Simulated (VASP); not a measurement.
# ZnInGaO4 (R3m) in VASP: single point with LDA

Aim: the single point of ZnInGaO4 with LDA.

Everything below comes from runs of VASP 6.6.1. Logs are shortened: lines on timing, memory, paths and dates and some standing lists are left out, and cuts for length are marked.

## 1. The cell of the first run

Symmetry: R3m, No. 160, trigonal system. Conventional cell: a = 3.361 Å, b = 3.361 Å, c = 26.140 Å, α = 90.00°, β = 90.00°, γ = 120.00°. Zn (site symmetry 3m) has 5 O at 2.01 to 2.53 Å within 2.7 Å. In (site symmetry 3m) has 6 O at 2.22 to 2.23 Å within 2.9 Å. Ga (site symmetry 3m) has 5 O at 1.94 to 2.00 Å within 2.6 Å. O (site symmetry 3m) has 1 Zn at 2.01 Å and 3 In at 2.22 Å within 2.7 Å. O (site symmetry 3m) has 1 Ga at 1.98 Å and 3 In at 2.23 Å within 2.6 Å. O (site symmetry 3m) has 3 Ga at 1.94 Å and 1 Zn at 2.53 Å within 2.6 Å. O (site symmetry 3m) has 1 Ga at 2.00 Å and 3 Zn at 2.02 Å and 3 O at 2.76 Å within 2.8 Å.

## 2. Single point, LDA

The input, INCAR:

```
SYSTEM = ZnInGaO4
PREC     = Accurate       ! precision mode
ENCUT    = 520            ! plane-wave cutoff, eV
EDIFF    = 1E-6           ! SCF threshold, eV
ISMEAR   = 0              ! smearing method
SIGMA    = 0.05           ! smearing width, eV
LREAL    = .False.        ! projectors in reciprocal space
LASPH    = .True.         ! aspherical terms in the spheres
NELM     = 100            ! most SCF steps
ALGO     = Normal         ! electronic algorithm
ISIF     = 2              ! what is computed and relaxed
LWAVE    = .False.        ! write WAVECAR
LCHARG   = .False.        ! write CHGCAR
NBANDS   = 40             ! bands
```

The input, KPOINTS:

```
Automatic mesh
0
Gamma
  12 12 12
  0 0 0
```

The input, POSCAR:

```
ZnInGaO4
1.0
    1.6803268679      0.9701371695      8.7134054620
   -1.6803268679      0.9701371695      8.7134054620
    0.0000000000     -1.9402743390      8.7134054620
Zn In Ga O
1 1 1 4
Direct
    0.2183820000      0.2183820000      0.2183820000
    0.0027680000      0.0027680000      0.0027680000
    0.7870340000      0.7870340000      0.7870340000
    0.2951430000      0.2951430000      0.2951430000
    0.7113580000      0.7113580000      0.7113580000
    0.1217170000      0.1217170000      0.1217170000
    0.8635990000      0.8635990000      0.8635990000
```

Potentials or basis: VASP PAW LDA potentials, release 64 (Zn, In_d, Ga_d, O).

Run with:

```
$ cat potpaw_LDA.64/Zn/POTCAR potpaw_LDA.64/In_d/POTCAR potpaw_LDA.64/Ga_d/POTCAR potpaw_LDA.64/O/POTCAR > POTCAR
$ mpirun -np 1 vasp_std > vasp.out
```

OUTCAR:

```text
SYSTEM = ZnInGaO4
   PREC = Accurate
   ENCUT = 520
   EDIFF = 1E-6
   ISMEAR = 0
   LREAL = .False.
   LASPH = .True.
   NELM = 100
   ISIF = 2

 ion  position               nearest neighbor table
   1  0.218  0.218  0.218-   4 2.01   7 2.02   7 2.02   7 2.02
   2  0.003  0.003  0.003-   4 2.22   4 2.22   4 2.22   5 2.23   5 2.23   5 2.23
   3  0.787  0.787  0.787-   6 1.94   6 1.94   6 1.94   5 1.98   7 2.00
   4  0.295  0.295  0.295-   1 2.01   2 2.22   2 2.22   2 2.22
   5  0.711  0.711  0.711-   3 1.98   2 2.23   2 2.23   2 2.23
   6  0.122  0.122  0.122-   3 1.94   3 1.94   3 1.94
   7  0.864  0.864  0.864-   3 2.00   1 2.02   1 2.02   1 2.02

  LATTYP: Found a trigonal (rhomboedric) cell.
 ALAT       =     8.9268191007
 COS(alpha) =     0.9291362598

  Lattice vectors:

 A1 = (   1.6803268679,   0.9701371695,   8.7134054620)
 A2 = (  -1.6803268679,   0.9701371695,   8.7134054620)
 A3 = (   0.0000000000,  -1.9402743390,   8.7134054620)

Analysis of symmetry for initial positions (statically):
=====================================================================
 Subroutine PRICEL returns:
 Original cell was already a primitive cell.

 Routine SETGRP: Setting up the symmetry group for a
 trigonal (rhombohedral) supercell.

 Subroutine GETGRP returns: Found  6 space group operations
 (whereof  6 operations were pure point group operations)
 out of a pool of 12 trial point group operations.

The static configuration has the point symmetry C_3v.

Analysis of symmetry for dynamics (positions and initial velocities):
=====================================================================
 Subroutine PRICEL returns:
 Original cell was already a primitive cell.

 Routine SETGRP: Setting up the symmetry group for a
 trigonal (rhombohedral) supercell.

 Subroutine GETGRP returns: Found  6 space group operations
 (whereof  6 operations were pure point group operations)
 out of a pool of 12 trial point group operations.

The dynamic configuration has the point symmetry C_3v.

 Subroutine INISYM returns: Found  6 space group operations
 (whereof  6 operations are pure point group operations),
 and found     1 'primitive' translations

----------------------------------------------------------------------------------------

                                     Primitive cell

  volume of cell :      85.2248

  direct lattice vectors                    reciprocal lattice vectors
     1.680326868  0.970137169  8.713405462     0.297561153  0.171797012  0.038255230
    -1.680326868  0.970137169  8.713405462    -0.297561153  0.171797012  0.038255230
     0.000000000 -1.940274339  8.713405462     0.000000000 -0.343594023  0.038255230

  length of vectors
     8.926819101  8.926819101  8.926819101     0.345717103  0.345717103  0.345717103

  position of ions in fractional coordinates (direct lattice)
     0.218382000  0.218382000  0.218382000
     0.002768000  0.002768000  0.002768000
     0.787034000  0.787034000  0.787034000
     0.295143000  0.295143000  0.295143000
     0.711358000  0.711358000  0.711358000
     0.121717000  0.121717000  0.121717000
     0.863599000  0.863599000  0.863599000

  ion indices of the primitive-cell ions
   primitive index   ion index
                 1           1
                 2           2
                 3           3
                 4           4
                 5           5
                 6           6
                 7           7

----------------------------------------------------------------------------------------

 KPOINTS: Automatic mesh

Automatic generation of k-mesh.
 Grid dimensions read from file:
 generate k-points for:   12   12   12

 Generating k-lattice:

  Cartesian coordinates                     Fractional coordinates (reciprocal lattice)
     0.024796763  0.014316418  0.003187936     0.083333333  0.000000000  0.000000000
    -0.024796763  0.014316418  0.003187936     0.000000000  0.083333333  0.000000000
     0.000000000 -0.028632835  0.003187936     0.000000000  0.000000000  0.083333333

  Length of vectors
     0.028809759  0.028809759  0.028809759

  Shift w.r.t. Gamma in fractional coordinates (k-lattice)
     0.000000000  0.000000000  0.000000000

 Subroutine IBZKPT returns following result:
 ===========================================

 Found    189 irreducible k-points:

 Following reciprocal coordinates:
            Coordinates               Weight
  0.000000  0.000000  0.000000      1.000000
  0.083333  0.000000  0.000000      6.000000
  0.166667  0.000000  0.000000      6.000000
  0.250000  0.000000 -0.000000      6.000000
  0.333333 -0.000000 -0.000000      6.000000
  0.416667 -0.000000 -0.000000      6.000000
[... 16 lines left out ...]
  0.500000  0.166667  0.000000     12.000000
 -0.416667  0.166667  0.000000     12.000000
 [... further k-points ...]
   k-points           NKPTS =    189   k-points in BZ     NKDIM =    189   number of bands    NBANDS=     40
   number of dos      NEDOS =    301   number of ions     NIONS =      7
   total plane-waves  NPLWV = 343000
   dimension x,y,z NGX =    70 NGY =   70 NGZ =   70
   dimension x,y,z NGXF=   140 NGYF=  140 NGZF=  140
   ions per type =               1   1   1   4
   NGX,Y,Z   is equivalent  to a cutoff of  13.04, 13.04, 13.04 a.u.
   NGXF,Y,Z  is equivalent  to a cutoff of  26.07, 26.07, 26.07 a.u.
 SYSTEM =  ZnInGaO4
   PREC   = accura    normal or accurate (medium, high low for compatibility)
   ISTART =      0    job   : 0-new  1-cont  2-samecut
   ICHARG =      2    charge: 1-file 2-atom 10-const
   ISPIN  =      1    spin polarized calculation?
   LNONCOLLINEAR =      F non collinear calculations
   LSORBIT =      F    spin-orbit coupling
   LASPH  =      T    aspherical Exc in radial PAW
   ENCUT  =  520.0 eV  38.22 Ry    6.18 a.u.  16.60 16.60 16.60*2*pi/ulx,y,z
   NELM   =    100;   NELMIN=  2; NELMDL= -5     # of ELM steps
   EDIFF  = 0.1E-05   stopping-criterion for ELM
   LREAL  =      F    real-space projection
   EDIFFG = 0.1E-04   stopping-criterion for IOM
   NSW    =      0    number of steps for IOM
   IBRION =     -1    ionic relax: 0-MD 1-quasi-New 2-CG
   NFREE  =      0    steps in history (QN), initial steepest desc. (CG)
   ISIF   =      2    stress and relaxation
   ISYM   =      2    0-nonsym 1-usesym 2-fastsym
   POTIM  = 0.5000    time-step for ionic-motion
   TEBEG  =    0.0;   TEEND  =   0.0 temperature during run
   PSTRESS=    0.0 pullay stress
   NELECT =      62.0000    total number of electrons
   NUPDOWN=      -1.0000    fix difference up-down
   EMIN   =  10.00;   EMAX   =-10.00  energy-range for DOS
   EFERMI =   0.00;   METHOD = LEGACY
   ISMEAR =     0;   SIGMA  =   0.05  broadening in eV -4-tet -1-fermi 0-gaus
   EFERMI_NEDOS =   21; number of points for ismear=-14 and -15
   IALGO  =     38    algorithm
   IMIX   =      4    mixing-type and parameters
     AMIX     =   0.40;   BMIX     =  1.00
     AMIX_MAG =   1.60;   BMIX_MAG =  1.00
  volume/ion in A,a.u.               =      12.17        82.16
  Fermi-wavevector in a.u.,A,eV,Ry     =   1.472369  2.782374 29.495673  2.167871
  Thomas-Fermi vector in A             =   2.587392
   LORBIT       =      0    0 simple, 1 ext, 2 COOP (PROOUT), +10 PAW based schemes
   GGA     = CA    functional components
   LHFCALC =     F    Hartree Fock is set to
   AEXX    =    0.0000 exact exchange contribution
   IVDW    =     0    specifies the selected vdW correction
   LEPSILON=     F    determine dielectric tensor
   LRPA    =     F    only Hartree local field effects (RPA)
 non-spin polarized calculation
 Gauss-broadening in eV      SIGMA  =   0.05
  energy-cutoff  :      520.00
  volume of cell :       85.22
 maximum number of plane-waves:      2312
 NGX is ok and might be reduce to    70
   NGX = 33   NGY = 33   NGZ = 33

 number of electron      62.0000002 magnetization

 Free energy of the ion-electron system (eV)
  ---------------------------------------------------
  ext. energy  EPLUGINS =         0.00000000
  ---------------------------------------------------
  free energy    TOTEN  =       -43.45580841 eV

  energy without entropy =      -43.45580841  energy(sigma->0) =      -43.45580841

 E-fermi :   3.4665     XC(G=0): -11.5611

 val. band max:        3.2216972532   @ k =   0.0000   0.0000   0.0000
 cond. band min:       4.2162836376   @ k =   0.0000   0.0000   0.0000
 fundamental gap:      0.9945863844
 Fermi energy:         3.4665148320

 k-point     1 :       0.0000    0.0000    0.0000
  band No.  band energies     occupation
      1     -14.9662      2.00000
      2     -14.0672      2.00000
      3     -13.4661      2.00000
      4     -13.0499      2.00000
      5     -10.1841      2.00000
      6     -10.1841      2.00000
[... 32 lines left out ...]
     39      15.0177      0.00000
     40      15.0180      0.00000

 k-point     2 :       0.0833    0.0000    0.0000
  band No.  band energies     occupation
      1     -14.9226      2.00000
      2     -14.0290      2.00000
      3     -13.4492      2.00000
      4     -13.0831      2.00000
      5     -10.1723      2.00000
      6     -10.1699      2.00000
[... 32 lines left out ...]
     39      14.5732      0.00000
     40      15.1230      0.00000

 k-point     3 :       0.1667    0.0000    0.0000
  band No.  band energies     occupation
      1     -14.8007      2.00000
      2     -13.9250      2.00000
      3     -13.4070      2.00000
      4     -13.1637      2.00000
      5     -10.1333      2.00000
      6     -10.1309      2.00000
[... 853 lines left out ...]
  band No.  band energies     occupation
      1     -14.2431      2.00000
      2     -13.6648      2.00000
      3     -13.3524      2.00000
      4     -13.1699      2.00000
      5      -9.9884      2.00000
      6      -9.8848      2.00000
[... 32 lines left out ...]
     39      13.8403      0.00000
     40      13.9757      0.00000

 k-point    24 :      -0.4167    0.1667    0.0000
  band No.  band energies     occupation
      1     -14.1924      2.00000
      2     -13.6823      2.00000
      3     -13.3277      2.00000
      4     -13.1545      2.00000
      5      -9.9711      2.00000
      6      -9.8888      2.00000
[... 32 lines left out ...]
     39      13.7261      0.00000
     40      13.9885      0.00000

 [... further k-points ...]

------------------------ aborting loop because EDIFF is reached ----------------------------------------

  FORCE on cell =-STRESS in cart. coord.  units (eV):
  Direction    XX          YY          ZZ          XY          YZ          ZX
  --------------------------------------------------------------------------------------
  -------------------------------------------------------------------------------------
  Total       -5.8664689     -5.8664689     -5.8661976      0.0000000      0.0000000     -0.0000000
  in kB     -110.2862235   -110.2862235   -110.2811222      0.0000000      0.0000000     -0.0000000
  external PRESSURE =    -110.2845231 kB  Pullay stress =       0.0000000 kB

 VOLUME and BASIS-vectors are now :
 -----------------------------------------------------------------------------
  energy-cutoff  :      520.00
  volume of cell :       85.22
      direct lattice vectors                 reciprocal lattice vectors
     1.680326868  0.970137169  8.713405462     0.297561153  0.171797012  0.038255230
    -1.680326868  0.970137169  8.713405462    -0.297561153  0.171797012  0.038255230
     0.000000000 -1.940274339  8.713405462     0.000000000 -0.343594023  0.038255230

 POSITION                                       TOTAL-FORCE (eV/Angst)
 -----------------------------------------------------------------------------------
      0.00000      0.00000      5.70855         0.000000     -0.000000      0.016448
      0.00000      0.00000      0.07236         0.000000      0.000000      0.056465
      0.00000      0.00000     20.57324         0.000000     -0.000000      0.029454
      0.00000      0.00000      7.71510         0.000000      0.000000      0.077586
      0.00000      0.00000     18.59505         0.000000      0.000000     -0.103019
      0.00000      0.00000      3.18171         0.000000     -0.000000     -0.018388
      0.00000      0.00000     22.57466         0.000000     -0.000000     -0.058547
 -----------------------------------------------------------------------------------
    total drift:                               -0.000000      0.000000      0.000478

  FREE ENERGIE OF THE ION-ELECTRON SYSTEM (eV)
  ---------------------------------------------------
  free  energy   TOTEN  =       -43.4558084091 eV

  energy  without entropy=      -43.4558084091  energy(sigma->0) =      -43.45580841
```

It took 83 min on 1 thread of Intel Xeon Platinum 8259CL at 2.50GHz (Skylake/Cascade Lake), shared host; peak memory 0.95 GiB.

What came out:

```yaml
Free_energy: -43.4558 eV
Pressure: -11.0 GPa
Largest_force: 0.103 eV/Å
Band_gap_on_the_k_mesh: 0.99 eV
```

Forces in eV/Å, atoms in the order of the input:
```
Zn   0.000  0.000  0.016
In   0.000  0.000  0.056
Ga   0.000  0.000  0.029
O    0.000  0.000  0.078
O    0.000  0.000 -0.103
O    0.000  0.000 -0.018
O    0.000  0.000 -0.059
```

Caveat: the cell stands under tension; spin-orbit coupling is left out, which moves the levels of the heavy elements.
